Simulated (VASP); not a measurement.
# SnSe (I4/mmm) in VASP: single point with LDA

Aim: the single point of SnSe with LDA.

All numbers are computed with VASP 6.6.1; they aren't measurements. Logs are shortened: lines on timing, memory, paths and dates and some standing lists are left out, and cuts for length are marked.

## (1) The cell of the first run

It takes space group I4/mmm (No. 139, tetragonal). The conventional cell has a = 4.100 Å, b = 4.100 Å, c = 6.088 Å, α = 90.00°, β = 90.00°, γ = 90.00°. Sn (site symmetry 4/mmm) has 6 Se at 2.90 to 3.04 Å within 3.8 Å. Within 3.8 Å of Se (site symmetry 4/mmm) lie 6 Sn at 2.90 to 3.04 Å.

## (2) Single point, LDA

The input, INCAR:

```
ALGO     = Normal         # electronic algorithm
EDIFF    = 1E-6           # SCF threshold, eV
ENCUT    = 520            # plane-wave cutoff, eV
ISIF     = 2              # what is computed and relaxed
ISMEAR   = 0              # smearing method
LASPH    = True           # aspherical terms in the spheres
LCHARG   = False          # write CHGCAR
LREAL    = False          # projectors in reciprocal space
LWAVE    = False          # write WAVECAR
NBANDS   = 17             # bands
NELM     = 60             # most SCF steps
PREC     = Accurate       # precision mode
SIGMA    = 0.05           # smearing width, eV
```

The input, KPOINTS:

```
k-points
0
Gamma
  10 10 10
```

The input, POSCAR:

```
SnSe
1.0
    0.0000000000      2.8991128809      3.0440685249
    2.8991128809      0.0000000000      3.0440685249
    2.8991128809      2.8991128809      0.0000000000
Sn Se
1 1
Direct
    0.0000000000      0.0000000000      0.0000000000
    0.5000000000      0.5000000000      0.5000000000
```

Potentials or basis: VASP PAW LDA potentials, release 64 (Sn_d, Se).

Launch:

```
cat potpaw_LDA.64/Sn_d/POTCAR potpaw_LDA.64/Se/POTCAR > POTCAR
mpirun -np 1 vasp_std > vasp.out
```

OUTCAR:

```text
EDIFF = 1E-6
   ENCUT = 520
   ISIF = 2
   ISMEAR = 0
   LASPH = True
   LREAL = False
   NELM = 60
   PREC = Accurate

 ion  position               nearest neighbor table
   1  0.000  0.000  0.000-   2 2.90   2 2.90   2 2.90   2 2.90   2 3.04   2 3.04
   2  0.500  0.500  0.500-   1 2.90   1 2.90   1 2.90   1 2.90   1 3.04   1 3.04

  LATTYP: Found a body centered tetragonal cell.
 ALAT       =     4.0999647550
 C/A-ratio  =     1.4849242405

  Lattice vectors:

 A1 = (  -2.8991128809,   0.0000000000,   3.0440685249)
 A2 = (   2.8991128809,   0.0000000000,   3.0440685249)
 A3 = (   0.0000000000,   2.8991128809,  -3.0440685249)

Analysis of symmetry for initial positions (statically):
=====================================================================
 Subroutine PRICEL returns:
 Original cell was already a primitive cell.

 Routine SETGRP: Setting up the symmetry group for a
 body centered tetragonal supercell.

 Subroutine GETGRP returns: Found 16 space group operations
 (whereof 16 operations were pure point group operations)
 out of a pool of 16 trial point group operations.

The static configuration has the point symmetry D_4h.

Analysis of symmetry for dynamics (positions and initial velocities):
=====================================================================
 Subroutine PRICEL returns:
 Original cell was already a primitive cell.

 Routine SETGRP: Setting up the symmetry group for a
 body centered tetragonal supercell.

 Subroutine GETGRP returns: Found 16 space group operations
 (whereof 16 operations were pure point group operations)
 out of a pool of 16 trial point group operations.

The dynamic configuration has the point symmetry D_4h.

 Subroutine INISYM returns: Found 16 space group operations
 (whereof 16 operations are pure point group operations),
 and found     1 'primitive' translations

----------------------------------------------------------------------------------------

                                     Primitive cell

  volume of cell :      51.1699

  direct lattice vectors                    reciprocal lattice vectors
     0.000000000  2.899112881  3.044068525    -0.172466551  0.172466551  0.164253858
     2.899112881  0.000000000  3.044068525     0.172466551 -0.172466551  0.164253858
     2.899112881  2.899112881  0.000000000     0.172466551  0.172466551 -0.164253858

  length of vectors
     4.203713677  4.203713677  4.099964755     0.294055696  0.294055696  0.294055696

  position of ions in fractional coordinates (direct lattice)
     0.000000000  0.000000000  0.000000000
     0.500000000  0.500000000  0.500000000

  ion indices of the primitive-cell ions
   primitive index   ion index
                 1           1
                 2           2

----------------------------------------------------------------------------------------

 KPOINTS: k-points

Automatic generation of k-mesh.
 Grid dimensions read from file:
 generate k-points for:   10   10   10

 Generating k-lattice:

  Cartesian coordinates                     Fractional coordinates (reciprocal lattice)
    -0.017246655  0.017246655  0.016425386     0.100000000 -0.000000000  0.000000000
     0.017246655 -0.017246655  0.016425386    -0.000000000  0.100000000  0.000000000
     0.017246655  0.017246655 -0.016425386     0.000000000  0.000000000  0.100000000

  Length of vectors
     0.029405570  0.029405570  0.029405570

  Shift w.r.t. Gamma in fractional coordinates (k-lattice)
     0.000000000  0.000000000  0.000000000

 Subroutine IBZKPT returns following result:
 ===========================================

 Found    102 irreducible k-points:

 Following reciprocal coordinates:
            Coordinates               Weight
  0.000000  0.000000  0.000000      1.000000
  0.100000 -0.000000  0.000000      8.000000
  0.200000 -0.000000  0.000000      8.000000
  0.300000  0.000000  0.000000      8.000000
  0.400000  0.000000  0.000000      8.000000
  0.500000  0.000000  0.000000      4.000000
[... 16 lines left out ...]
  0.300000  0.300000  0.000000      2.000000
  0.400000  0.300000  0.000000      8.000000
 [... further k-points ...]
   k-points           NKPTS =    102   k-points in BZ     NKDIM =    102   number of bands    NBANDS=     17
   number of dos      NEDOS =    301   number of ions     NIONS =      2
   total plane-waves  NPLWV =  30720
   dimension x,y,z NGX =    32 NGY =   32 NGZ =   30
   dimension x,y,z NGXF=    64 NGYF=   64 NGZF=   60
   ions per type =               1   1
   NGX,Y,Z   is equivalent  to a cutoff of  12.66, 12.66, 12.16 a.u.
   NGXF,Y,Z  is equivalent  to a cutoff of  25.31, 25.31, 24.33 a.u.
 SYSTEM =  unknown system
   PREC   = accura    normal or accurate (medium, high low for compatibility)
   ISTART =      0    job   : 0-new  1-cont  2-samecut
   ICHARG =      2    charge: 1-file 2-atom 10-const
   ISPIN  =      1    spin polarized calculation?
   LNONCOLLINEAR =      F non collinear calculations
   LSORBIT =      F    spin-orbit coupling
   LASPH  =      T    aspherical Exc in radial PAW
   ENCUT  =  520.0 eV  38.22 Ry    6.18 a.u.   7.82  7.82  7.62*2*pi/ulx,y,z
   NELM   =     60;   NELMIN=  2; NELMDL= -5     # of ELM steps
   EDIFF  = 0.1E-05   stopping-criterion for ELM
   LREAL  =      F    real-space projection
   EDIFFG = 0.1E-04   stopping-criterion for IOM
   NSW    =      0    number of steps for IOM
   IBRION =     -1    ionic relax: 0-MD 1-quasi-New 2-CG
   NFREE  =      0    steps in history (QN), initial steepest desc. (CG)
   ISIF   =      2    stress and relaxation
   ISYM   =      2    0-nonsym 1-usesym 2-fastsym
   POTIM  = 0.5000    time-step for ionic-motion
   TEBEG  =    0.0;   TEEND  =   0.0 temperature during run
   PSTRESS=    0.0 pullay stress
   NELECT =      20.0000    total number of electrons
   NUPDOWN=      -1.0000    fix difference up-down
   EMIN   =  10.00;   EMAX   =-10.00  energy-range for DOS
   EFERMI =   0.00;   METHOD = LEGACY
   ISMEAR =     0;   SIGMA  =   0.05  broadening in eV -4-tet -1-fermi 0-gaus
   EFERMI_NEDOS =   21; number of points for ismear=-14 and -15
   IALGO  =     38    algorithm
   IMIX   =      4    mixing-type and parameters
     AMIX     =   0.40;   BMIX     =  1.00
     AMIX_MAG =   1.60;   BMIX_MAG =  1.00
  volume/ion in A,a.u.               =      25.58       172.66
  Fermi-wavevector in a.u.,A,eV,Ry     =   1.196961  2.261928 19.493274  1.432715
  Thomas-Fermi vector in A             =   2.332888
   LORBIT       =      0    0 simple, 1 ext, 2 COOP (PROOUT), +10 PAW based schemes
   GGA     = CA    functional components
   LHFCALC =     F    Hartree Fock is set to
   AEXX    =    0.0000 exact exchange contribution
   IVDW    =     0    specifies the selected vdW correction
   LEPSILON=     F    determine dielectric tensor
   LRPA    =     F    only Hartree local field effects (RPA)
 non-spin polarized calculation
 Gauss-broadening in eV      SIGMA  =   0.05
  energy-cutoff  :      520.00
  volume of cell :       51.17
 maximum number of plane-waves:      1403
   NGX = 15   NGY = 15   NGZ = 15

 number of electron      20.0000005 magnetization

 Free energy of the ion-electron system (eV)
  ---------------------------------------------------
  ext. energy  EPLUGINS =         0.00000000
  ---------------------------------------------------
  free energy    TOTEN  =        -9.46559176 eV

  energy without entropy =       -9.46558536  energy(sigma->0) =       -9.46558856

 E-fermi :   6.4528     XC(G=0): -10.1633

 val. band max:        6.3575993686   @ k =  -0.2000   0.2000   0.0000
 cond. band min:       6.5633940120   @ k =  -0.4000  -0.0000   0.1000
 fundamental gap:      0.2057946434
 Fermi energy:         6.4528366909

 k-point     1 :       0.0000    0.0000    0.0000
  band No.  band energies     occupation
      1     -15.3402      2.00000
      2     -15.3277      2.00000
      3     -15.3277      2.00000
      4     -15.3206      2.00000
      5     -15.3175      2.00000
      6      -8.1626      2.00000
[... 9 lines left out ...]
     16      12.0924      0.00000
     17      13.8134      0.00000

 k-point     2 :       0.1000   -0.0000    0.0000
  band No.  band energies     occupation
      1     -15.3404      2.00000
      2     -15.3273      2.00000
      3     -15.3268      2.00000
      4     -15.3214      2.00000
      5     -15.3162      2.00000
      6      -8.0829      2.00000
[... 9 lines left out ...]
     16      12.3367      0.00000
     17      14.4898      0.00000

 k-point     3 :       0.2000   -0.0000    0.0000
  band No.  band energies     occupation
      1     -15.3416      2.00000
      2     -15.3272      2.00000
      3     -15.3263      2.00000
      4     -15.3207      2.00000
      5     -15.3124      2.00000
      6      -7.8572      2.00000
[... 9 lines left out ...]
     16      12.9552      0.00000
     17      16.0009      0.00000

 k-point     4 :       0.3000    0.0000    0.0000
  band No.  band energies     occupation
      1     -15.3437      2.00000
      2     -15.3307      2.00000
      3     -15.3252      2.00000
      4     -15.3168      2.00000
      5     -15.3070      2.00000
      6      -7.5332      2.00000
[... 9 lines left out ...]
     16      13.9318      0.00000
     17      17.7225      0.00000
[... 343 lines left out ...]
      1     -15.3427      2.00000
      2     -15.3303      2.00000
      3     -15.3265      2.00000
      4     -15.3199      2.00000
      5     -15.3026      2.00000
      6      -7.4013      2.00000
[... 9 lines left out ...]
     16      15.0658      0.00000
     17      16.0378      0.00000

 k-point    23 :       0.3000    0.3000    0.0000
  band No.  band energies     occupation
      1     -15.3615      2.00000
      2     -15.3225      2.00000
      3     -15.3153      2.00000
      4     -15.3140      2.00000
      5     -15.3140      2.00000
      6      -7.4044      2.00000
[... 9 lines left out ...]
     16      16.2608      0.00000
     17      16.2608      0.00000

 k-point    24 :       0.4000    0.3000    0.0000
  band No.  band energies     occupation
      1     -15.3652      2.00000
      2     -15.3220      2.00000
      3     -15.3167      2.00000
      4     -15.3119      2.00000
      5     -15.3103      2.00000
      6      -7.1777      2.00000
[... 9 lines left out ...]
     16      16.9663      0.00000
     17      17.5182      0.00000

 [... further k-points ...]

------------------------ aborting loop because EDIFF is reached ----------------------------------------

  FORCE on cell =-STRESS in cart. coord.  units (eV):
  Direction    XX          YY          ZZ          XY          YZ          ZX
  --------------------------------------------------------------------------------------
  -------------------------------------------------------------------------------------
  Total        0.8984502      0.8984502     -1.2128101      0.0000000      0.0000000     -0.0000000
  in kB       28.1313062     28.1313062    -37.9742063      0.0000000      0.0000000     -0.0000000
  external PRESSURE =       6.0961354 kB  Pullay stress =       0.0000000 kB

 VOLUME and BASIS-vectors are now :
 -----------------------------------------------------------------------------
  energy-cutoff  :      520.00
  volume of cell :       51.17
      direct lattice vectors                 reciprocal lattice vectors
     0.000000000  2.899112881  3.044068525    -0.172466551  0.172466551  0.164253858
     2.899112881  0.000000000  3.044068525     0.172466551 -0.172466551  0.164253858
     2.899112881  2.899112881  0.000000000     0.172466551  0.172466551 -0.164253858

 POSITION                                       TOTAL-FORCE (eV/Angst)
 -----------------------------------------------------------------------------------
      0.00000      0.00000      0.00000        -0.000000     -0.000000     -0.000000
      2.89911      2.89911      3.04407         0.000000      0.000000      0.000000
 -----------------------------------------------------------------------------------
    total drift:                                0.000000     -0.000000     -0.000000

  FREE ENERGIE OF THE ION-ELECTRON SYSTEM (eV)
  ---------------------------------------------------
  free  energy   TOTEN  =        -9.4655917569 eV

  energy  without entropy=       -9.4655853594  energy(sigma->0) =       -9.46558856
```

Run time: 68 s. Hardware: 1 thread of Intel Xeon 8259CL, shared host; peak memory 0.22 GiB.

Results:

```
Free energy            : -9.4656 eV
Pressure               : 0.6 GPa
Band gap on the k mesh : 0.21 eV (least direct gap 0.36 eV)
```

Caveat: spin-orbit coupling is left out, which moves the levels of the heavy elements. A k mesh can miss the band edges.
